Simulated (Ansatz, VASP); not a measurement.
# SrNb: VASP beside Ansatz

```
Sr Nb
1.0
     3.83458    0.00000    0.00000
     0.00000    3.83458    0.00000
     0.00000    0.00000    3.83458
Sr Nb
1 1
Cartesian
  1.9173 1.9173 1.9173
  0.0000 0.0000 0.0000
```

Change from the starting cell: species swapped into the SrMg type (Pm-3m, No. 221).

Alike in both runs: functional PBE; k mesh 5 × 5 × 5; occupations gaussian, width 0.2 eV; no spin polarisation.

Ansatz relaxed the structure, and its values are those at the end. VASP's run is a single point on that final structure, the one shown.

|  | VASP | Ansatz |
| --- | --- | --- |
| version | VASP 6.6.1 | Ansatz 0.2.0 |
| potentials or method | VASP PAW PBE potentials, release 64 (Sr_sv, Nb_sv), cutoff 500 eV | scalar-relativistic, plane waves, PAW |
| valence electrons in the cell | 23 | 23 |

|  | VASP | Ansatz | Ansatz less VASP |
| --- | --- | --- | --- |
| gap on the k mesh at the Fermi level (eV) | none | none | - |
| pressure (GPa) | -0.1 | -0.2 | -0.09 |

A gap of «none» marks a metal or a gap that the smearing closes. The functional is the same, so the differences come from potentials, cutoffs and numerics.
